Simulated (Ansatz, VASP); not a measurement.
## Two plane-wave programs on TaTe

File POSCAR:

```
TaTe
1.0
    0.0000000000      2.8462273620      2.8462273620
    2.8462273620      0.0000000000      2.8462273620
    2.8462273620      2.8462273620      0.0000000000
Ta Te
1 1
Direct
    0.5000000000      0.5000000000      0.5000000000
    0.0000000000      0.0000000000      0.0000000000
```

Contents of INCAR.step1:

```
ALGO = Normal
EDIFF = 1E-4
ENCUT = 520
GGA = PE
ISMEAR = 0
ISPIN = 2
LASPH = T
LCHARG = F
LMAXMIX = 4
LREAL = F
LWAVE = T
MAGMOM = 2 0
NBANDS = 20
NELM = 150
PREC = Accurate
SIGMA = 0.05
```

File INCAR.step2:

```
ALGO = Normal
EDIFF = 1E-6
ENCUT = 520
ISIF = 2
ISMEAR = 0
ISPIN = 2
ISTART = 1
LASPH = T
LCHARG = F
LMAXMIX = 4
LMIXTAU = T
LORBIT = 11
LREAL = F
LWAVE = F
MAGMOM = 2 0
METAGGA = R2SCAN
NBANDS = 20
NELM = 150
PREC = Accurate
SIGMA = 0.05
```

The input KPOINTS:

```
k-points
0
Gamma
  10 10 10
```

Input for Ansatz:

```yaml
crystal:
  lattice:
    - [0.0, 2.846227362, 2.846227362]
    - [2.846227362, 0.0, 2.846227362]
    - [2.846227362, 2.846227362, 0.0]
  atoms:
    - { symbol: Ta, position: [0.5, 0.5, 0.5], spin: 2.0 }
    - { symbol: Te, position: [0.0, 0.0, 0.0] }
basis:
  ecutwfc: 500
  ecutrho_ratio: 4
kpoints:
  mp_grid: { grid: [10, 10, 10] }
hamiltonian:
  xc: r2scan
scf:
  occupations: { method: gaussian, width: 0.05 }
output:
  forces: true
  stress: true
  eigenvalues: true
  populations: true
magnetization:
  spin_polarized: true
```

Alike in both runs: task single point; functional r2SCAN; k mesh 10 × 10 × 10; occupations gaussian, width 0.05 eV; collinear spin.

|  | VASP | Ansatz |
| --- | --- | --- |
| version | VASP 6.6.1 | Ansatz 0.2.0 |
| potentials or method | VASP PAW PBE potentials, release 64 (Ta_pv, Te), cutoff 520 eV | scalar-relativistic, plane waves, PAW |
| valence electrons in the cell | 17 | 29 |

```csv
,VASP,Ansatz,Ansatz less VASP
gap on the k mesh at the Fermi level (eV),none,none,-
pressure (GPa),-1.2,0.3,+1.45
net moment per atom (μB),0.10,0.62,+0.517
size of the moment on the site where the two differ most (μB),0.16,0.86,+0.706
```

The net moments are unlike, so the other rows may belong to different states. VASP's potentials were made for PBE, not for r2SCAN. Site moments also hang on the region over which each program counts them. A gap of «none» marks a metal or a gap that the smearing closes. VASP's potentials hold 17 valence electrons a cell and Ansatz's 29, so a difference there can come from the potentials and not from the codes. Ansatz's warnings: stability check not made.

Spin-orbit coupling is off throughout.
